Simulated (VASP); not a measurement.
# TiTe2 (P-3m1) in VASP: a series of runs

Runs on TiTe2. Level: r2SCAN. Tasks: single point.

Everything below comes from runs of VASP 6.6.1. Logs are shortened: lines on timing, memory, paths and dates and some standing lists are left out, and cuts for length are marked.

## Step 1: The cell of the first run

Symmetry: P-3m1, No. 164, trigonal system. The conventional cell has a = 3.700 Å, b = 3.700 Å, c = 6.365 Å, α = 90.00°, β = 90.00°, γ = 120.00°. Te (site symmetry 3m) has 3 Ti at 2.71 Å within 3.6 Å. Ti (site symmetry -3m) has 6 Te at 2.71 Å within 3.6 Å.

## Step 2: Single point, r2SCAN

File POSCAR:

```
TiTe2
1.0
    3.6998967326      0.0000000000      0.0000000000
   -1.8499483663      3.2042045618      0.0000000000
    0.0000000000      0.0000000000      6.3653505344
Te Ti
2 1
Direct
    0.3333333333      0.6666666667      0.7372000000
    0.6666666667      0.3333333333      0.2628000000
    0.0000000000      0.0000000000      0.0000000000
```

File INCAR.step1:

```
ALGO     = Normal         # electronic algorithm
EDIFF    = 1E-4           # SCF threshold, eV
ENCUT    = 520            # plane-wave cutoff, eV
GGA      = PE             # functional
ISMEAR   = -1             # smearing method
LASPH    = T              # aspherical terms in the spheres
LCHARG   = F              # write CHGCAR
LREAL    = F              # projectors in reciprocal space
LWAVE    = T              # write WAVECAR
NBANDS   = 19             # bands
NELM     = 100            # most SCF steps
PREC     = Accurate       # precision mode
SIGMA    = 0.05           # smearing width, eV
```

File INCAR.step2:

```
ALGO     = Normal         # electronic algorithm
EDIFF    = 1E-7           # SCF threshold, eV
ENCUT    = 520            # plane-wave cutoff, eV
ISIF     = 2              # what is computed and relaxed
ISMEAR   = -1             # smearing method
ISTART   = 1            
LASPH    = T              # aspherical terms in the spheres
LCHARG   = F              # write CHGCAR
LMIXTAU  = T            
LREAL    = F              # projectors in reciprocal space
LWAVE    = F              # write WAVECAR
METAGGA  = R2SCAN         # meta-GGA
NBANDS   = 19             # bands
NELM     = 100            # most SCF steps
PREC     = Accurate       # precision mode
SIGMA    = 0.05           # smearing width, eV
```

File KPOINTS:

```
k-points
0
Gamma
  8 8 4
```

Potentials or basis: VASP PAW PBE potentials, release 64 (Te, Ti_sv).

Started as:

```sh
$ cat potpaw_PBE.64/Te/POTCAR potpaw_PBE.64/Ti_sv/POTCAR > POTCAR
$ cp INCAR.step1 INCAR
$ mpirun -np 1 vasp_std > vasp.out
$ cp INCAR.step2 INCAR
$ mpirun -np 1 vasp_std > vasp.out
```

OUTCAR:

```text
EDIFF = 1E-7
   ENCUT = 520
   ISIF = 2
   ISMEAR = -1
   ISTART = 1
   LASPH = T
   LREAL = F
   METAGGA = R2SCAN
   NELM = 100
   PREC = Accurate

 ion  position               nearest neighbor table
   1  0.333  0.667  0.737-   3 2.71   3 2.71   3 2.71
   2  0.667  0.333  0.263-   3 2.71   3 2.71   3 2.71
   3  0.000  0.000  0.000-   1 2.71   2 2.71   1 2.71   2 2.71   2 2.71   1 2.71

  LATTYP: Found a hexagonal cell.
 ALAT       =     3.6998967326
 C/A-ratio  =     1.7204130262

  Lattice vectors:

 A1 = (   3.6998967326,   0.0000000000,   0.0000000000)
 A2 = (  -1.8499483663,   3.2042045618,   0.0000000000)
 A3 = (   0.0000000000,   0.0000000000,   6.3653505344)

Analysis of symmetry for initial positions (statically):
=====================================================================
 Subroutine PRICEL returns:
 Original cell was already a primitive cell.

 Routine SETGRP: Setting up the symmetry group for a
 hexagonal supercell.

 Subroutine GETGRP returns: Found 12 space group operations
 (whereof 12 operations were pure point group operations)
 out of a pool of 24 trial point group operations.

The static configuration has the point symmetry D_3d.

Analysis of symmetry for dynamics (positions and initial velocities):
=====================================================================
 Subroutine PRICEL returns:
 Original cell was already a primitive cell.

 Routine SETGRP: Setting up the symmetry group for a
 hexagonal supercell.

 Subroutine GETGRP returns: Found 12 space group operations
 (whereof 12 operations were pure point group operations)
 out of a pool of 24 trial point group operations.

The dynamic configuration has the point symmetry D_3d.

 Subroutine INISYM returns: Found 12 space group operations
 (whereof 12 operations are pure point group operations),
 and found     1 'primitive' translations

----------------------------------------------------------------------------------------

                                     Primitive cell

  volume of cell :      75.4627

  direct lattice vectors                    reciprocal lattice vectors
     3.699896733  0.000000000  0.000000000     0.270277814  0.156044969  0.000000000
    -1.849948366  3.204204562  0.000000000     0.000000000  0.312089937  0.000000000
     0.000000000  0.000000000  6.365350534     0.000000000  0.000000000  0.157100539

  length of vectors
     3.699896733  3.699896733  6.365350534     0.312089937  0.312089937  0.157100539

  position of ions in fractional coordinates (direct lattice)
     0.333333333  0.666666667  0.737200000
     0.666666667  0.333333333  0.262800000
     0.000000000  0.000000000  0.000000000

  ion indices of the primitive-cell ions
   primitive index   ion index
                 1           1
                 2           2
                 3           3

----------------------------------------------------------------------------------------

 KPOINTS: k-points

Automatic generation of k-mesh.
 Grid dimensions read from file:
 generate k-points for:    8    8    4

 Generating k-lattice:

  Cartesian coordinates                     Fractional coordinates (reciprocal lattice)
     0.033784727  0.019505621  0.000000000     0.125000000  0.000000000  0.000000000
     0.000000000  0.039011242  0.000000000     0.000000000  0.125000000  0.000000000
     0.000000000  0.000000000  0.039275135     0.000000000  0.000000000  0.250000000

  Length of vectors
     0.039011242  0.039011242  0.039275135

  Shift w.r.t. Gamma in fractional coordinates (k-lattice)
     0.000000000  0.000000000  0.000000000

 Subroutine IBZKPT returns following result:
 ===========================================

 Found     35 irreducible k-points:

 Following reciprocal coordinates:
            Coordinates               Weight
  0.000000  0.000000  0.000000      1.000000
  0.125000  0.000000  0.000000      6.000000
  0.250000  0.000000  0.000000      6.000000
  0.375000  0.000000  0.000000      6.000000
  0.500000  0.000000  0.000000      3.000000
  0.125000  0.125000  0.000000      6.000000
[... 16 lines left out ...]
 -0.125000  0.500000  0.250000     12.000000
  0.250000  0.250000  0.250000     12.000000
 [... further k-points ...]
   k-points           NKPTS =     35   k-points in BZ     NKDIM =     35   number of bands    NBANDS=     19
   number of dos      NEDOS =    301   number of ions     NIONS =      3
   total plane-waves  NPLWV =  37632
   dimension x,y,z NGX =    28 NGY =   28 NGZ =   48
   dimension x,y,z NGXF=    56 NGYF=   56 NGZF=   96
   ions per type =               2   1
   NGX,Y,Z   is equivalent  to a cutoff of  12.58, 12.58, 12.54 a.u.
   NGXF,Y,Z  is equivalent  to a cutoff of  25.16, 25.16, 25.07 a.u.
 SYSTEM =  unknown system
   PREC   = accura    normal or accurate (medium, high low for compatibility)
   ISTART =      1    job   : 0-new  1-cont  2-samecut
   ICHARG =      0    charge: 1-file 2-atom 10-const
   ISPIN  =      1    spin polarized calculation?
   LNONCOLLINEAR =      F non collinear calculations
   LSORBIT =      F    spin-orbit coupling
   LASPH  =      T    aspherical Exc in radial PAW
   ENCUT  =  520.0 eV  38.22 Ry    6.18 a.u.   6.88  6.88 11.84*2*pi/ulx,y,z
   NELM   =    100;   NELMIN=  2; NELMDL=  0     # of ELM steps
   EDIFF  = 0.1E-06   stopping-criterion for ELM
   LREAL  =      F    real-space projection
   EDIFFG = 0.1E-05   stopping-criterion for IOM
   NSW    =      0    number of steps for IOM
   IBRION =     -1    ionic relax: 0-MD 1-quasi-New 2-CG
   NFREE  =      0    steps in history (QN), initial steepest desc. (CG)
   ISIF   =      2    stress and relaxation
   ISYM   =      2    0-nonsym 1-usesym 2-fastsym
   POTIM  = 0.5000    time-step for ionic-motion
   TEBEG  =    0.0;   TEEND  =   0.0 temperature during run
   PSTRESS=    0.0 pullay stress
   NELECT =      24.0000    total number of electrons
   NUPDOWN=      -1.0000    fix difference up-down
   EMIN   =  10.00;   EMAX   =-10.00  energy-range for DOS
   EFERMI =   0.00;   METHOD = LEGACY
   ISMEAR =    -1;   SIGMA  =   0.05  broadening in eV -4-tet -1-fermi 0-gaus
   EFERMI_NEDOS =   21; number of points for ismear=-14 and -15
   IALGO  =     38    algorithm
   IMIX   =      4    mixing-type and parameters
     AMIX     =   0.40;   BMIX     =  1.00
     AMIX_MAG =   1.60;   BMIX_MAG =  1.00
  volume/ion in A,a.u.               =      25.15       169.75
  Fermi-wavevector in a.u.,A,eV,Ry     =   1.117467  2.111706 16.990023  1.248731
  Thomas-Fermi vector in A             =   2.254090
   LORBIT       =      0    0 simple, 1 ext, 2 COOP (PROOUT), +10 PAW based schemes
   METAGGA = R2SCAN    functional components
   LHFCALC =     F    Hartree Fock is set to
   AEXX    =    0.0000 exact exchange contribution
   IVDW    =     0    specifies the selected vdW correction
   LEPSILON=     F    determine dielectric tensor
   LRPA    =     F    only Hartree local field effects (RPA)
 non-spin polarized calculation
  energy-cutoff  :      520.00
  volume of cell :       75.46
 maximum number of plane-waves:      2064
   NGX = 13   NGY = 13   NGZ = 23

 number of electron      24.0000001 magnetization

 Free energy of the ion-electron system (eV)
  ---------------------------------------------------
  ext. energy  EPLUGINS =         0.00000000
  ---------------------------------------------------
  free energy    TOTEN  =       -66.16777473 eV

  energy without entropy =      -66.15941486  energy(sigma->0) =      -66.16359480

 E-fermi :   7.5593     XC(G=0): -10.6525

 val. band max:        7.5450352064   @ k =   0.5000   0.0000   0.2500
 cond. band min:       7.6337882600   @ k =   0.5000   0.0000   0.0000
 fundamental gap:      0.0887530537
 Fermi energy:         7.5593052434

 k-point     1 :       0.0000    0.0000    0.0000
  band No.  band energies     occupation
      1     -52.2896      2.00000
      2     -27.5141      2.00000
      3     -27.5141      2.00000
      4     -27.4935      2.00000
      5      -5.8105      2.00000
      6      -4.0195      2.00000
[... 11 lines left out ...]
     18      13.2818      0.00000
     19      14.9006      0.00000

 k-point     2 :       0.1250    0.0000    0.0000
  band No.  band energies     occupation
      1     -52.2889      2.00000
      2     -27.5227      2.00000
      3     -27.5161      2.00000
      4     -27.4913      2.00000
      5      -5.6120      2.00000
      6      -3.9187      2.00000
[... 11 lines left out ...]
     18      14.1796      0.00000
     19      15.5269      0.00000

 k-point     3 :       0.2500    0.0000    0.0000
  band No.  band energies     occupation
      1     -52.2873      2.00000
      2     -27.5436      2.00000
      3     -27.5207      2.00000
      4     -27.4861      2.00000
      5      -5.0538      2.00000
      6      -3.6656      2.00000
[... 11 lines left out ...]
     18      13.8145      0.00000
     19      14.7384      0.00000

 k-point     4 :       0.3750    0.0000    0.0000
  band No.  band energies     occupation
      1     -52.2857      2.00000
      2     -27.5642      2.00000
      3     -27.5254      2.00000
      4     -27.4809      2.00000
      5      -4.2817      2.00000
      6      -3.4421      2.00000
[... 11 lines left out ...]
     18      13.6059      0.00000
     19      13.8668      0.00000

 k-point     5 :       0.5000    0.0000    0.0000
  band No.  band energies     occupation
      1     -52.2851      2.00000
      2     -27.5728      2.00000
      3     -27.5274      2.00000
      4     -27.4787      2.00000
      5      -3.7144      2.00000
      6      -3.5115      2.00000
[... 11 lines left out ...]
     18      13.4772      0.00000
     19      13.6730      0.00000

 k-point     6 :       0.1250    0.1250    0.0000
  band No.  band energies     occupation
      1     -52.2878      2.00000
      2     -27.5365      2.00000
      3     -27.5204      2.00000
      4     -27.4876      2.00000
      5      -5.2329      2.00000
      6      -3.7398      2.00000
[... 11 lines left out ...]
     18      15.1234      0.00000
     19      15.1621      0.00000

 k-point     7 :       0.2500    0.1250    0.0000
  band No.  band energies     occupation
      1     -52.2862      2.00000
      2     -27.5550      2.00000
      3     -27.5272      2.00000
      4     -27.4824      2.00000
      5      -4.5605      2.00000
      6      -3.4846      2.00000
[... 11 lines left out ...]
     18      13.7578      0.00000
     19      14.6445      0.00000

 k-point     8 :       0.3750    0.1250    0.0000
  band No.  band energies     occupation
      1     -52.2851      2.00000
      2     -27.5680      2.00000
      3     -27.5321      2.00000
      4     -27.4787      2.00000
      5      -3.8389      2.00000
      6      -3.3961      2.00000
[... 256 lines left out ...]
 k-point    20 :       0.2500    0.1250    0.2500
  band No.  band energies     occupation
      1     -52.2862      2.00000
      2     -27.5550      2.00000
      3     -27.5272      2.00000
      4     -27.4824      2.00000
      5      -4.4489      2.00000
      6      -3.6385      2.00000
[... 11 lines left out ...]
     18      13.6336      0.00000
     19      14.4299      0.00000

 k-point    21 :      -0.1250    0.3750    0.2500
  band No.  band energies     occupation
      1     -52.2862      2.00000
      2     -27.5550      2.00000
      3     -27.5272      2.00000
      4     -27.4824      2.00000
      5      -4.4050      2.00000
      6      -3.7058      2.00000
[... 11 lines left out ...]
     18      13.5575      0.00000
     19      14.7058      0.00000

 k-point    22 :       0.3750    0.1250    0.2500
  band No.  band energies     occupation
      1     -52.2851      2.00000
      2     -27.5680      2.00000
      3     -27.5321      2.00000
      4     -27.4787      2.00000
      5      -3.8392      2.00000
      6      -3.3728      2.00000
[... 11 lines left out ...]
     18      13.2910      0.00000
     19      14.0930      0.00000

 k-point    23 :      -0.1250    0.5000    0.2500
  band No.  band energies     occupation
      1     -52.2851      2.00000
      2     -27.5680      2.00000
      3     -27.5321      2.00000
      4     -27.4787      2.00000
      5      -3.7197      2.00000
      6      -3.5189      2.00000
[... 11 lines left out ...]
     18      12.8512      0.00000
     19      14.4266      0.00000

 k-point    24 :       0.2500    0.2500    0.2500
  band No.  band energies     occupation
      1     -52.2851      2.00000
      2     -27.5614      2.00000
      3     -27.5388      2.00000
      4     -27.4788      2.00000
      5      -3.8363      2.00000
      6      -3.4136      2.00000
[... 11 lines left out ...]
     18      13.2482      0.00000
     19      14.2263      0.00000

 [... further k-points ...]
[... 5 lines left out ...]
  --------------------------------------------------------------------------------------
  -------------------------------------------------------------------------------------
  Total        2.8350015      2.8350015      2.7066663      0.0000000      0.0000000      0.0000000
  in kB       60.1910212     60.1910212     57.4662878      0.0000000      0.0000000      0.0000000
  external PRESSURE =      59.2827767 kB  Pullay stress =       0.0000000 kB

 VOLUME and BASIS-vectors are now :
 -----------------------------------------------------------------------------
  energy-cutoff  :      520.00
  volume of cell :       75.46
      direct lattice vectors                 reciprocal lattice vectors
     3.699896733  0.000000000  0.000000000     0.270277814  0.156044969  0.000000000
    -1.849948366  3.204204562  0.000000000     0.000000000  0.312089937  0.000000000
     0.000000000  0.000000000  6.365350534     0.000000000  0.000000000  0.157100539

 POSITION                                       TOTAL-FORCE (eV/Angst)
 -----------------------------------------------------------------------------------
     -0.00000      2.13614      4.69254         0.000000     -0.000000     -0.382986
      1.84995      1.06807      1.67281        -0.000000      0.000000      0.382986
      0.00000      0.00000      0.00000        -0.000000      0.000000      0.000000
 -----------------------------------------------------------------------------------
    total drift:                                0.000000     -0.000000     -0.000000

  FREE ENERGIE OF THE ION-ELECTRON SYSTEM (eV)
  ---------------------------------------------------
  free  energy   TOTEN  =       -66.1677747333 eV

  energy  without entropy=      -66.1594148611  energy(sigma->0) =      -66.16359480
```

It took 3.1 min on 1 thread of Intel Xeon Platinum 8259CL at 2.50GHz (Skylake/Cascade Lake), shared host; peak memory 0.22 GiB.

What came out:

```
Free energy            : -66.1678 eV
Pressure               : 5.9 GPa
Largest force          : 0.383 eV/Å
Band gap on the k mesh : zero (band 12 reaches 8.01 eV, above the bottom of band 13 at 7.27 eV)
```

Forces on the atoms (eV/Å):
```
Te   0.000  0.000 -0.383
Te   0.000  0.000  0.383
Ti   0.000  0.000  0.000
```

Levels at points of the mesh, in eV from the Fermi level:
| k point | band 8 | band 9 | band 10 | band 11 | band 12 | band 13 | band 14 | band 15 | band 16 | band 17 |
| --- | --- | --- | --- | --- | --- | --- | --- | --- | --- | --- |
| (0.00, 0.00, 0.00) | -2.02 | -2.02 | 0.44 | 0.44 | 0.45 | 0.59 | 1.16 | 1.16 | 3.39 | 3.39 |
| (0.50, 0.00, 0.00) | -4.19 | -3.13 | -2.74 | -2.11 | -1.37 | 0.07 | 1.35 | 1.79 | 2.64 | 3.71 |
| (0.00, 0.00, 0.50) | -3.01 | -1.94 | -1.94 | 0.43 | 0.43 | 0.79 | 0.79 | 1.32 | 3.90 | 3.90 |
| (0.50, 0.00, 0.50) | -5.15 | -2.81 | -2.41 | -1.14 | -0.78 | -0.29 | 1.35 | 1.76 | 2.84 | 3.92 |

Caveat: the PAW data sets were made with another functional, which shifts forces and pressure a little; spin-orbit coupling is left out, which moves the levels of the heavy elements.

## Step 3: Single point, r2SCAN

This run uses another cell than the first one, of 25.69 Å³/atom, 1.021 times its volume.

File POSCAR:

```
TiTe2
1.0
    3.7259532019      0.0000000000      0.0000000000
   -1.8629766009      3.2267701262      0.0000000000
    0.0000000000      0.0000000000      6.4101784236
Te Ti
2 1
Direct
    0.3333333333      0.6666666667      0.7372000000
    0.6666666667      0.3333333333      0.2628000000
    0.0000000000      0.0000000000      0.0000000000
```

File INCAR.step1:

```
PREC = Accurate
ENCUT = 520
ISMEAR = -1
SIGMA = 0.05
LREAL = False
LASPH = True
NELM = 100
NBANDS = 19
GGA = PE
ALGO = Normal
EDIFF = 1E-4
LWAVE = True
LCHARG = False
```

File INCAR.step2:

```
PREC = Accurate
ENCUT = 520
EDIFF = 1E-7
ISMEAR = -1
SIGMA = 0.05
LREAL = False
LASPH = True
NELM = 100
ALGO = Normal
ISIF = 2
LWAVE = False
LCHARG = False
METAGGA = R2SCAN
LMIXTAU = True
NBANDS = 19
ISTART = 1
```

File KPOINTS:

```
regular mesh
0
Gamma
  8 8 4
```

Potentials or basis: VASP PAW PBE potentials, release 64 (Te, Ti_sv).

Started as:

```sh
$ cat potpaw_PBE.64/Te/POTCAR potpaw_PBE.64/Ti_sv/POTCAR > POTCAR
$ cp INCAR.step1 INCAR
$ mpirun -np 1 vasp_std > vasp.out
$ cp INCAR.step2 INCAR
$ mpirun -np 1 vasp_std > vasp.out
```

Run time: 3 min. Hardware: 1 thread of Intel Xeon Platinum 8259CL at 2.50GHz (Skylake/Cascade Lake), shared host; peak memory 0.22 GiB.

Results (log left out):

| Quantity | Value |
| --- | --- |
| Free energy | -66.2184 eV |
| Pressure | 4.1 GPa |
| Largest force | 0.175 eV/Å |
| Band gap on the k mesh | zero (band 12 reaches 7.76 eV, above the bottom of band 13 at 7.04 eV) |

Forces in eV/Å, atoms in the order of the input:
```
Te   0.000  0.000 -0.175
Te   0.000  0.000  0.175
Ti   0.000  0.000  0.000
```

Stress tensor (GPa, compression positive):
```
4.28 0.00 0.00
0.00 4.28 0.00
0.00 0.00 3.85
```

Levels at points of the mesh, in eV from the Fermi level:
```csv
k point,band 10,band 11,band 12,band 13,band 14,band 15
"(0.00, 0.00, 0.00)",0.43,0.43,0.46,0.54,1.09,1.09
"(0.50, 0.00, 0.00)",-2.69,-2.08,-1.36,0.07,1.31,1.73
"(0.00, 0.00, 0.50)",-1.91,0.42,0.42,0.74,0.74,1.26
"(0.50, 0.00, 0.50)",-2.37,-1.15,-0.79,-0.26,1.30,1.70
```

Caveat: the PAW data sets were made with another functional, which shifts forces and pressure a little; spin-orbit coupling is left out, which moves the levels of the heavy elements.

(Continued in part 2 of 2.)
